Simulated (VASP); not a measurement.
# Zr2HS4 in VASP: further runs, part 2 of 2

VASP 6.6.1. Earlier steps stand in the parts before.

### Step 4. Single point, PBE+D3(BJ)

Input file INCAR:

```
  PREC = Accurate
  ENCUT = 400
  EDIFF = 1E-6
  ISMEAR = 0
  SIGMA = 0.05
  LREAL = F
  LASPH = T
  NELM = 120
  ALGO = Normal
  ISIF = 2
  LWAVE = F
  LCHARG = T
  LDIPOL = T
  IDIPOL = 3
  DIPOL = 0.5 0.5 0.289
  GGA = PE
  IVDW = 12
  LELF = T
  LVHAR = T
  LVACPOTAV = T
  NBANDS = 62
  GGA_COMPAT = F
  NELMDL = -8
```

Input file KPOINTS:

```
Automatic mesh
0
Gamma
  6 6 1
```

Input file POSCAR:

```
Zr2HS4
1.0
    7.2976778227      0.0000000000      0.0000000000
   -3.6488389114      6.3199743831      0.0000000000
    0.0000000000      0.0000000000     20.9171506047
S Zr H
8 4 2
Direct
    0.3333333333      0.1666666667      0.1912306354
    0.3333333333      0.6666666667      0.1912306354
    0.8333333333      0.1666666667      0.1912306354
    0.8333333333      0.6666666667      0.1912306354
    0.1666666667      0.3333333333      0.3306927762
    0.1666666667      0.8333333333      0.3306927762
    0.6666666667      0.3333333333      0.3306927762
    0.6666666667      0.8333333333      0.3306927762
    0.0000000000      0.0000000000      0.2609617058
    0.0000000000      0.5000000000      0.2609617058
    0.5000000000      0.0000000000      0.2609617058
    0.5000000000      0.5000000000      0.2609617058
    0.3076212038      0.6923787962      0.4549926892
    0.3590454629      0.6409545371      0.4549926892
```

Potentials or basis: VASP PAW PBE potentials, release 64 (S, Zr_sv, H).

Run with:

```sh
> cat potpaw_PBE.64/S/POTCAR potpaw_PBE.64/Zr_sv/POTCAR potpaw_PBE.64/H/POTCAR > POTCAR
> mpirun -np 1 vasp_std > vasp.out
```

OUTCAR:

```text
PREC = Accurate
   ENCUT = 400
   EDIFF = 1E-6
   ISMEAR = 0
   LREAL = F
   LASPH = T
   NELM = 120
   ISIF = 2
   GGA = PE
   IVDW = 12
   NELMDL = -8
 IVDW          = 12

 ion  position               nearest neighbor table
   1  0.333  0.167  0.191-   9 2.56  12 2.56  11 2.56
   2  0.333  0.667  0.191-  10 2.56  11 2.56  12 2.56
   3  0.833  0.167  0.191-  11 2.56  10 2.56   9 2.56
[... 1072 lines left out ...]
  energy-cutoff  :      400.00
  volume of cell :      964.72
      direct lattice vectors                 reciprocal lattice vectors
     7.297677823  0.000000000  0.000000000     0.137029891  0.079114245  0.000000000
    -3.648838911  6.319974383  0.000000000     0.000000000  0.158228489  0.000000000
     0.000000000  0.000000000 20.917150605     0.000000000  0.000000000  0.047807659

 POSITION                                       TOTAL-FORCE (eV/Angst)
 -----------------------------------------------------------------------------------
      1.82442      1.05333      4.00000         0.003179     -0.000162     -0.013242
     -0.00000      4.21332      4.00000        -0.001486      0.000858     -0.004259
      5.47326      1.05333      4.00000        -0.002531      0.001461     -0.011635
      3.64884      4.21332      4.00000         0.001730     -0.002672     -0.013242
      0.00000      2.10666      6.91715        -0.000279     -0.012294     -0.008000
     -1.82442      5.26665      6.91715        -0.010593      0.006116     -0.000384
      3.64884      2.10666      6.91715        -0.000051      0.000029      0.018294
      1.82442      5.26665      6.91715         0.010507      0.006389     -0.008000
      0.00000      0.00000      5.45858        -0.005296      0.003057      0.001280
     -1.82442      3.15999      5.45858         0.010427     -0.000432      0.005782
      3.64884      0.00000      5.45858         0.005588     -0.008815      0.005782
      1.82442      3.15999      5.45858        -0.008987      0.005189      0.006749
     -0.28146      4.37582      9.51715        -4.218041      2.435287      0.009518
      0.28146      4.05082      9.51715         4.215832     -2.434012      0.011355
 -----------------------------------------------------------------------------------
    total drift:                               -0.000001      0.000001      0.000863

  FREE ENERGIE OF THE ION-ELECTRON SYSTEM (eV)
  ---------------------------------------------------
  free  energy   TOTEN  =       -95.2627294902 eV

  energy  without entropy=      -95.2627294902  energy(sigma->0) =      -95.26272949

 vacuum level on the upper side and lower side of the slab         3.105         3.121
```

stdout:

```text
POSCAR found type information on POSCAR S ZrH
 POSCAR found :  3 types and      14 ions
 scaLAPACK will be used
 LDA part: xc-table for (Slater+PW92), standard interpolation
 POSCAR, INCAR and KPOINTS ok, starting setup
 FFT: planning ... GRIDC
 FFT: planning ... GRID_SOFT
 FFT: planning ... GRID
 WAVECAR not read
 entering main loop
 -----------------------------------------------------------------------------
|                                                                             |
|           W    W    AA    RRRRR   N    N  II  N    N   GGGG   !!!           |
|           W    W   A  A   R    R  NN   N  II  NN   N  G    G  !!!           |
|           W    W  A    A  R    R  N N  N  II  N N  N  G       !!!           |
|           W WW W  AAAAAA  RRRRR   N  N N  II  N  N N  G  GGG   !            |
|           WW  WW  A    A  R   R   N   NN  II  N   NN  G    G                |
|           W    W  A    A  R    R  N    N  II  N    N   GGGG   !!!           |
|                                                                             |
|     Did not find any points to average over, which means that no vacuum     |
|     field-free region was found. Please increase the size of  your cell     |
|     in the dimension of the dipole correction to obtain accurate            |
|     workfunction values.                                                    |
|                                                                             |
 -----------------------------------------------------------------------------
```

Wall time 16 min (1 thread of Intel Xeon Platinum 8488C (Sapphire Rapids), shared host); peak memory 0.91 GiB.

Results:

```
Free energy                : -95.2627 eV
Largest force              : 4.871 eV/Å
Band gap on the k mesh     : 1.10 eV
Dispersion energy per atom : -0.216 eV
```

Forces on the atoms (eV/Å):
```
S    0.003  0.000 -0.013
S   -0.001  0.001 -0.004
S   -0.003  0.001 -0.012
S    0.002 -0.003 -0.013
S    0.000 -0.012 -0.008
S   -0.011  0.006  0.000
S    0.000  0.000  0.018
S    0.011  0.006 -0.008
Zr  -0.005  0.003  0.001
Zr   0.010  0.000  0.006
Zr   0.006 -0.009  0.006
Zr  -0.009  0.005  0.007
H   -4.218  2.435  0.010
H    4.216 -2.434  0.011
```

Levels at points of the mesh, in eV from the valence-band top:
```csv
k point,band 45,band 46,band 47,band 48,band 49,band 50,band 51,band 52,band 53,band 54
"(0.00, 0.00, 0.00)",-0.92,-0.92,-0.85,0.00,0.00,1.10,1.10,1.11,1.69,1.69
"(0.50, 0.00, 0.00)",-1.12,-0.85,-0.85,-0.50,-0.49,1.48,1.49,2.28,2.28,2.75
"(0.50, 0.50, 0.00)",-1.12,-0.85,-0.85,-0.50,-0.49,1.48,1.49,2.28,2.28,2.75
```

### Step 5. Single point, PBE+D3(BJ)

Input file INCAR:

```
  PREC = Accurate
  ENCUT = 400
  EDIFF = 1E-6
  ISMEAR = 0
  SIGMA = 0.05
  LREAL = False
  LASPH = True
  NELM = 120
  ALGO = Normal
  ISIF = 2
  LWAVE = False
  LCHARG = True
  LDIPOL = True
  IDIPOL = 3
  DIPOL = 0.5 0.5 0.289
  GGA = PE
  IVDW = 12
  LELF = True
  LVHAR = True
  LVACPOTAV = True
  NBANDS = 62
  GGA_COMPAT = False
  NELMDL = -8
```

Input file KPOINTS:

```
regular mesh
0
Gamma
  6 6 1
```

Changes to POSCAR since step 4:

```diff
@@ -20,3 +20,3 @@
     0.5000000000      0.5000000000      0.2609617058
-    0.3076212038      0.6923787962      0.4549926892
-    0.3590454629      0.6409545371      0.4549926892
+    0.2866163718      0.7133836282      0.4549926892
+    0.3800502948      0.6199497052      0.4549926892
```

Run with:

```sh
> cat potpaw_PBE.64/S/POTCAR potpaw_PBE.64/Zr_sv/POTCAR potpaw_PBE.64/H/POTCAR > POTCAR
> mpirun -np 1 vasp_std > vasp.out
```

Run time: 20 min. Hardware: 1 thread of Intel Xeon Platinum 8259CL at 2.50GHz (Skylake/Cascade Lake), shared host; peak memory 0.91 GiB.

Results (log left out):

| Quantity | Value |
| --- | --- |
| Free energy | -94.0524 eV |
| Largest force | 4.637 eV/Å |
| Band gap on the k mesh | 1.10 eV |
| Dispersion energy per atom | -0.219 eV |

Forces on the atoms (eV/Å):
```
S    0.005 -0.001 -0.016
S   -0.005  0.003  0.000
S   -0.004  0.002 -0.014
S    0.004 -0.004 -0.016
S   -0.001 -0.009 -0.006
S   -0.001  0.001  0.031
S   -0.001  0.000  0.024
S    0.007  0.005 -0.006
Zr  -0.018  0.011  0.002
Zr   0.022 -0.009  0.010
Zr   0.019 -0.015  0.010
Zr  -0.013  0.008  0.009
H    4.002 -2.311 -0.021
H   -4.016  2.319 -0.007
```

Levels at points of the mesh, in eV from the valence-band top:
```
           k point  band 46  band 47  band 48  band 49  band 50  band 51  band 52  band 53
(0.00, 0.00, 0.00)    -0.92    -0.79     0.00     0.00     1.10     1.10     1.11     1.69
(0.50, 0.00, 0.00)    -0.85    -0.85    -0.50    -0.47     1.48     1.49     2.27     2.28
(0.50, 0.50, 0.00)    -0.85    -0.85    -0.51    -0.47     1.48     1.49     2.27     2.28
```

### Step 6. Single point, PBE+D3(BJ)

Input file INCAR:

```
SYSTEM = Zr2HS4
PREC = Accurate ; ENCUT = 400
EDIFF = 1E-6 ; ISMEAR = 0
SIGMA = 0.05 ; LREAL = .False.
LASPH = .True. ; NELM = 120
ALGO = Normal ; ISIF = 2
LWAVE = .False. ; LCHARG = .False.
LDIPOL = .True. ; IDIPOL = 3
DIPOL = 0.5 0.5 0.285 ; GGA = PE
IVDW = 12 ; NBANDS = 62
GGA_COMPAT = .False. ; NELMDL = -8
```

Input file KPOINTS:

```
regular mesh
0
Gamma
  6 6 1
  0 0 0
```

Changes to POSCAR since step 5:

```diff
@@ -20,3 +20,3 @@
     0.5000000000      0.5000000000      0.2609617058
-    0.2866163718      0.7133836282      0.4549926892
-    0.3800502948      0.6199497052      0.4549926892
+    0.2866163718      0.7133836282      0.4286984769
+    0.3800502948      0.6199497052      0.4286984769
```

Potentials or basis: VASP PAW PBE potentials, release 64 (S, Zr_sv, H).

Run with:

```sh
> cat potpaw_PBE.64/S/POTCAR potpaw_PBE.64/Zr_sv/POTCAR potpaw_PBE.64/H/POTCAR > POTCAR
> mpirun -np 1 vasp_std > vasp.out
```

It took 28 min on 1 thread of Intel Xeon Platinum 8375C at 2.90GHz (Ice Lake), shared host; peak memory 0.9 GiB.

The run converged. Its results:

```yaml
Free_energy: -94.0390 eV
Largest_force: 4.513 eV/Å
Band_gap_on_the_k_mesh: 1.10 eV
Dispersion_energy_per_atom: -0.222 eV
```

Forces on the atoms (eV/Å):
```
S    0.006 -0.001 -0.024
S   -0.009  0.005  0.014
S   -0.002  0.001 -0.024
S    0.004 -0.005 -0.024
S   -0.008 -0.039 -0.055
S    0.005 -0.003  0.050
S   -0.001  0.001  0.033
S    0.030  0.026 -0.055
Zr  -0.046  0.027 -0.016
Zr   0.046 -0.029  0.003
Zr   0.048 -0.025  0.003
Zr  -0.015  0.009 -0.010
H    3.851 -2.224  0.027
H   -3.908  2.256  0.076
```

Levels at points of the mesh, in eV from the valence-band top:
```tsv
k point	band 45	band 46	band 47	band 48	band 49	band 50	band 51	band 52	band 53	band 54
(0.00, 0.00, 0.00)	-0.93	-0.92	-0.58	0.00	0.00	1.10	1.11	1.14	1.70	1.70
(0.50, 0.00, 0.00)	-1.12	-0.86	-0.84	-0.50	-0.41	1.49	1.50	2.27	2.28	2.74
(0.50, 0.50, 0.00)	-1.12	-0.85	-0.85	-0.52	-0.42	1.48	1.51	2.27	2.28	2.76
```

### Step 7. The runs side by side

```csv
cell,gap on the mesh (eV),largest force (eV/Å)
"as given, atomic positions A",1.10,4.88
"as given, atomic positions B",1.10,3.12
"as given, atomic positions C",1.10,4.87
"as given, atomic positions D",1.10,4.64
"as given, atomic positions E",1.10,4.51
```

Alike in all rows: task single point; level PBE+D3(BJ); potentials or basis VASP PAW PBE potentials, release 64 (S, Zr_sv, H); no spin polarisation; k mesh 6 × 6 × 1; cutoff (eV) 400; smearing gaussian 0.05 eV.

Total energies depend on the potentials used, so only differences within one code and one set of settings carry meaning.
